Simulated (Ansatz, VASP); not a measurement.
# Mg in VASP and in Ansatz

```
Mg
1.0
     2.95491    0.00000    0.00000
    -1.47746    2.55903    0.00000
     0.00000    0.00000    3.24459
Mg
1
Direct
  0.00000 0.00000 0.00000
```

Alike in both runs: task single point; functional r2SCAN; k mesh 21 × 21 × 18; occupations gaussian, width 0.15 eV; no spin polarisation.

|  | VASP | Ansatz |
| --- | --- | --- |
| version | VASP 6.6.1 | Ansatz 0.2.0 |
| potentials or method | VASP PAW PBE potentials, release 64 (Mg), cutoff 520 eV | scalar-relativistic, plane waves, PAW |
| valence electrons in the cell | 2 | 10 |

Ansatz gave:

| Quantity | Value |
| --- | --- |
| gap on the k mesh at the Fermi level (eV) | none |
| pressure (GPa) | 2.1 |
| traceless stress, the component that is largest in VASP (GPa) | -4.92 |

Question: Estimate VASP's values.

Answer: gap on the k mesh at the Fermi level (eV): none; pressure (GPa): 1.9; traceless stress, the component that is largest in VASP (GPa): -4.80.

VASP's potentials were made for PBE, not for r2SCAN. A gap of «none» marks a metal or a gap that the smearing closes. VASP's potentials hold 2 valence electrons a cell and Ansatz's 10, so a difference there can come from the potentials and not from the codes.
